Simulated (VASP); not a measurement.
Here is a VASP 6.6.1 calculation.

The input INCAR:

```
PREC = Accurate
ENCUT = 520
EDIFF = 1E-6
ISMEAR = 0
SIGMA = 0.1
LREAL = F
LASPH = T
NELM = 150
ALGO = Fast
ISIF = 2
LWAVE = F
LCHARG = T
ISPIN = 2
MAGMOM = 0 2 2 2
LORBIT = 11
LMAXMIX = 4
GGA = PE
LELF = T
LVHAR = T
NBANDS = 29
```

KPOINTS

```
regular mesh
0
Gamma
  6 6 6
```

POSCAR

```
SiNi3
1.0
   -2.5467710500      2.5467710500      2.0180948300
    2.5467710500     -2.5467710500      2.0180948300
    2.5467710500      2.5467710500     -2.0180948300
Si Ni
1 3
Direct
    0.5000000000      0.5000000000      0.0000000000
    0.5000000000      0.0000000000      0.5000000000
    0.0000000000      0.5000000000      0.5000000000
    0.0000000000      0.0000000000      0.0000000000
```

Potentials or basis: VASP PAW PBE potentials, release 64 (Si, Ni).

Launch:

```sh
$ cat potpaw_PBE.64/Si/POTCAR potpaw_PBE.64/Ni/POTCAR > POTCAR
$ mpirun -np 1 vasp_std > vasp.out
```

Task: What does it give for the pressure?

Result: 14.5 GPa.

Task: What does it give for the net moment?

Result: 1.23 μB per cell.

Task: Estimate the site moments.

Result: Si +0.00; Ni +0.59, +0.05 μB.

Stress tensor (GPa, compression positive):
```
-14.64   0.00   0.00
  0.00 -14.64   0.00
  0.00   0.00  72.71
```
